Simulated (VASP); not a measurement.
# AlB2As3 (P3m1) in VASP: a series of runs, part 3 of 3

VASP 6.6.1. Earlier steps stand in the parts before.

### 5 Single point, PBE

Input file INCAR:

```
  PREC = Accurate
  ENCUT = 520
  EDIFF = 1E-7
  ISMEAR = 0
  SIGMA = 0.01
  LREAL = F
  LASPH = T
  NELM = 60
  ALGO = Normal
  ISIF = 2
  LWAVE = F
  LCHARG = T
  GGA = PE
  LELF = T
  LVHAR = T
  NBANDS = 36
```

Input file KPOINTS:

```
Automatic mesh
0
Gamma
  12 12 2
```

Input file POSCAR:

```
AlB2As3
1.0
    3.5776312001      0.0000000000      0.0000000000
   -1.7888156000      3.0983195046      0.0000000000
    0.0000000000      0.0000000000     18.2226834690
Al B As
2 4 6
Direct
    0.3333333333      0.6666666667      0.6549418410
    0.6666666667      0.3333333333      0.8483956964
    0.3333333333      0.6666666667      0.0223829423
    0.3333333333      0.6666666667      0.3282582450
    0.6666666667      0.3333333333      0.1753930286
    0.6666666667      0.3333333333      0.4806599556
    0.3333333333      0.6666666667      0.1382076364
    0.3333333333      0.6666666667      0.4439534959
    0.3333333333      0.6666666667      0.7883095881
    0.6666666667      0.3333333333      0.2910395011
    0.6666666667      0.3333333333      0.5953105180
    0.6666666667      0.3333333333      0.9851475713
```

Potentials or basis: VASP PAW PBE potentials, release 64 (Al, B, As).

Launch:

```
$ cat potpaw_PBE.64/Al/POTCAR potpaw_PBE.64/B/POTCAR potpaw_PBE.64/As/POTCAR > POTCAR
$ mpirun -np 1 vasp_std > vasp.out
```

OUTCAR:

```text
PREC = Accurate
   ENCUT = 520
   EDIFF = 1E-7
   ISMEAR = 0
   LREAL = F
   LASPH = T
   NELM = 60
   ISIF = 2
   GGA = PE

 ion  position               nearest neighbor table
   1  0.333  0.667  0.655-  11 2.33  11 2.33  11 2.33   9 2.43
   2  0.667  0.333  0.848-   9 2.34   9 2.34   9 2.34  12 2.49
   3  0.333  0.667  0.022-   7 2.11  12 2.17  12 2.17  12 2.17
   4  0.333  0.667  0.328-   8 2.11  10 2.17  10 2.17  10 2.17
   5  0.667  0.333  0.175-  10 2.11   7 2.17   7 2.17   7 2.17
[... 1167 lines left out ...]

 VOLUME and BASIS-vectors are now :
 -----------------------------------------------------------------------------
  energy-cutoff  :      520.00
  volume of cell :      201.99
      direct lattice vectors                 reciprocal lattice vectors
     3.577631200  0.000000000  0.000000000     0.279514557  0.161377805  0.000000000
    -1.788815600  3.098319505  0.000000000     0.000000000  0.322755609  0.000000000
     0.000000000  0.000000000 18.222683469     0.000000000  0.000000000  0.054876660

 POSITION                                       TOTAL-FORCE (eV/Angst)
 -----------------------------------------------------------------------------------
     -0.00000      2.06555     11.93480        -0.000000     -0.000000      0.017220
      1.78882      1.03277     15.46005        -0.000000      0.000000      0.024672
     -0.00000      2.06555      0.40788        -0.000000      0.000000     -0.010849
     -0.00000      2.06555      5.98175        -0.000000      0.000000     -0.011188
      1.78882      1.03277      3.19613         0.000000      0.000000     -0.010704
      1.78882      1.03277      8.75891         0.000000     -0.000000     -0.023695
     -0.00000      2.06555      2.51851         0.000000     -0.000000      0.010032
     -0.00000      2.06555      8.09002         0.000000     -0.000000      0.008894
     -0.00000      2.06555     14.36512         0.000000     -0.000000     -0.015884
      1.78882      1.03277      5.30352         0.000000     -0.000000      0.010754
      1.78882      1.03277     10.84816         0.000000     -0.000000      0.014777
      1.78882      1.03277     17.95203         0.000000      0.000000     -0.014028
 -----------------------------------------------------------------------------------
    total drift:                               -0.000000     -0.000000     -0.000466

  FREE ENERGIE OF THE ION-ELECTRON SYSTEM (eV)
  ---------------------------------------------------
  free  energy   TOTEN  =       -61.9859495243 eV

  energy  without entropy=      -61.9859495242  energy(sigma->0) =      -61.98594952
```

Run time: 3.4 min. Hardware: 1 thread of Intel Xeon 6975P-C (Granite Rapids), shared host; peak memory 0.46 GiB.

Results:

* Free energy: -61.9859 eV
* Pressure: 0.3 GPa
* Largest force: 0.025 eV/Å
* Band gap on the k mesh: 0.08 eV (least direct gap 0.09 eV)

Forces on the atoms (eV/Å):
```
Al   0.000  0.000  0.017
Al   0.000  0.000  0.025
B    0.000  0.000 -0.011
B    0.000  0.000 -0.011
B    0.000  0.000 -0.011
B    0.000  0.000 -0.024
As   0.000  0.000  0.010
As   0.000  0.000  0.009
As   0.000  0.000 -0.016
As   0.000  0.000  0.011
As   0.000  0.000  0.015
As   0.000  0.000 -0.014
```

Levels at points of the mesh, in eV from the valence-band top:
```tsv
k point	band 21	band 22	band 23	band 24	band 25	band 26	band 27	band 28
(0.00, 0.00, 0.00)	-0.46	-0.46	0.00	0.00	0.09	0.55	1.01	1.26
(0.50, 0.00, 0.00)	-3.15	-2.96	-2.20	-1.58	0.08	0.21	0.48	0.78
(0.00, 0.00, 0.50)	-0.44	-0.44	-0.01	-0.01	0.09	0.55	1.22	1.42
(0.50, 0.00, 0.50)	-3.44	-2.98	-2.17	-1.59	0.11	0.26	0.59	0.90
```

Caveat: semilocal functionals underestimate gaps, and a narrow one can read as zero. A k mesh can miss the band edges.

### 6 The runs side by side

| task | cell | k mesh | cutoff (eV) | smearing | gap on the mesh (eV) | pressure (GPa) | largest force (eV/Å) |
| --- | --- | --- | --- | --- | --- | --- | --- |
| single point | a = 3.580, b = 3.580, c = 18.212 Å, angles 90.0, 90.0, 120.0°, 12 atoms, atomic positions A | 6 × 6 × 1 | 520 | gaussian 0.1 eV | 0.13 | 0.3 | 0.03 |
| single point | a = 3.636, b = 3.636, c = 17.929 Å, angles 90.0, 90.0, 120.0°, 12 atoms, atomic positions B | 6 × 6 × 1 | 520 | gaussian 0.1 eV | 0.85 | 2.7 | 3.82 |
| relaxation of cell and atoms | relaxed from a = 3.636, b = 3.636, c = 17.929 Å, angles 90.0, 90.0, 120.0°, 12 atoms, atomic positions B | 6 × 6 × 1 | 600 | gaussian 0.1 eV | 0.14 | 0.0 | 0.03 |
| single point | a = 3.578, b = 3.578, c = 18.223 Å, angles 90.0, 90.0, 120.0°, 12 atoms, atomic positions C | 12 × 12 × 2 | 520 | gaussian 0.01 eV | 0.08 | 0.3 | 0.02 |

Alike in all rows: level PBE; potentials or basis VASP PAW PBE potentials, release 64 (Al, B, As); no spin polarisation.

Caveats: semilocal functionals underestimate gaps, and a narrow one can read as zero (at least some runs); forces of over 1 eV/Å act on the atoms, so gaps and moduli don't describe the material at rest (at least some runs).

Total energies depend on the potentials used, so only differences within one code and one set of settings carry meaning.
